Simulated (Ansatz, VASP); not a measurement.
# HfO2 in VASP and in Ansatz

INCAR

```
SYSTEM = HfO2
PREC     = Accurate       ! precision mode
ENCUT    = 520            ! plane-wave cutoff, eV
EDIFF    = 1E-6           ! SCF threshold, eV
ISMEAR   = 0              ! smearing method
SIGMA    = 0.05           ! smearing width, eV
LREAL    = .FALSE.        ! projectors in reciprocal space
LASPH    = .TRUE.         ! aspherical terms in the spheres
NELM     = 60             ! most SCF steps
ALGO     = Normal         ! electronic algorithm
ISIF     = 2              ! what is computed and relaxed
LWAVE    = .FALSE.        ! write WAVECAR
LCHARG   = .TRUE.         ! write CHGCAR
GGA      = PE             ! functional
LELF     = .TRUE.         ! ELF
LVHAR    = .TRUE.       
NBANDS   = 18             ! bands
```

KPOINTS

```
regular mesh
0
G
  8 8 8
  0 0 0
```

File POSCAR:

```
HfO2
1.0
    0.0000000000      2.5575000000      2.5575000000
    2.5575000000      0.0000000000      2.5575000000
    2.5575000000      2.5575000000      0.0000000000
Hf O
1 2
Direct
   -0.0010117601     -0.0010117601     -0.0010117601
    0.2556436976      0.2556436976      0.2556436976
    0.7556436976      0.7556436976      0.7556436976
```

Input for Ansatz:

```yaml
crystal:
  lattice:
    - [0.0, 2.5575, 2.5575]
    - [2.5575, 0.0, 2.5575]
    - [2.5575, 2.5575, 0.0]
  atoms:
    - { symbol: Hf, position: [-0.0010117601, -0.0010117601, -0.0010117601] }
    - { symbol: O, position: [0.2556436976, 0.2556436976, 0.2556436976] }
    - { symbol: O, position: [0.7556436976, 0.7556436976, 0.7556436976] }
basis:
  ecutwfc: 420
kpoints:
  mp_grid: { grid: [8, 8, 8] }
hamiltonian:
  xc: pbe
scf:
  occupations: { method: gaussian, width: 0.05 }
output:
  forces: true
  stress: true
  eigenvalues: true
  write_density: true
  write_potential: true
  elf: true
  volumetric_format: npy
```

Change from the starting cell: mode 4 (205.5 1/cm) frozen in, largest displacement +0.050 Å.

Alike in both runs: task single point; functional PBE; k mesh 8 × 8 × 8; occupations gaussian, width 0.05 eV; no spin polarisation.

|  | VASP | Ansatz |
| --- | --- | --- |
| version | VASP 6.6.1 | Ansatz 0.2.0 |
| potentials or method | VASP PAW PBE potentials, release 64 (Hf_pv, O), cutoff 520 eV | scalar-relativistic, plane waves, PAW |
| valence electrons in the cell | 22 | 38 |

VASP gave:

| Quantity | Value |
| --- | --- |
| gap on the k mesh at the Fermi level (eV) | 3.74 |
| least direct gap on the mesh (eV) | 3.74 |
| pressure (GPa) | -5.6 |
| traceless stress, the component that is largest in VASP (GPa) | 0.19 |
| rms of the force components (eV/Å) | 0.100 |

Question: Which values does Ansatz return?

Answer: gap on the k mesh at the Fermi level (eV): 3.73; least direct gap on the mesh (eV): 3.73; pressure (GPa): -2.1; traceless stress, the component that is largest in VASP (GPa): 0.20; rms of the force components (eV/Å): 0.107.

Atom by atom the forces differ by 0.008 eV/Å (rms over components). VASP's potentials hold 22 valence electrons a cell and Ansatz's 38, so a difference there can come from the potentials and not from the codes.

Spin-orbit coupling is off throughout.
